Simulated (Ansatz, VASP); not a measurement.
# One calculation of GePbS2, two programs

```
Ge S Pb
1.0
     4.04996    0.00000    0.00000
     0.00000    4.04996    0.00000
     0.00000    0.00000    5.73416
Ge S Pb
1 2 1
Cartesian
  0.0000 0.0000 0.0000
  0.0000 0.0000 2.8671
  2.0250 2.0250 0.0000
  2.0250 2.0250 2.8671
```

Alike in both runs: task single point; functional HSE06; k mesh 4 × 4 × 2; occupations fermi-dirac, width 0.02 eV; no spin polarisation.

```csv
,VASP,Ansatz
version,VASP 6.6.1,Ansatz 0.2.0
potentials or method,"VASP PAW PBE potentials, release 64 (Ge_d, S, Pb_d)","plane waves, PAW"
plane-wave cutoff (eV),520,420
valence electrons in the cell,40,40
```

```csv
,VASP,Ansatz,Ansatz less VASP
pressure (GPa),0.3,0.4,+0.08
```

With one functional, cell and mesh, what is left measures potentials, basis and numerics. Ansatz's warnings: stress exchange threshold loose, stress scf threshold loose.

The k mesh is coarse, so the values compare programs but aren't converged. Neither program's run includes spin-orbit coupling.
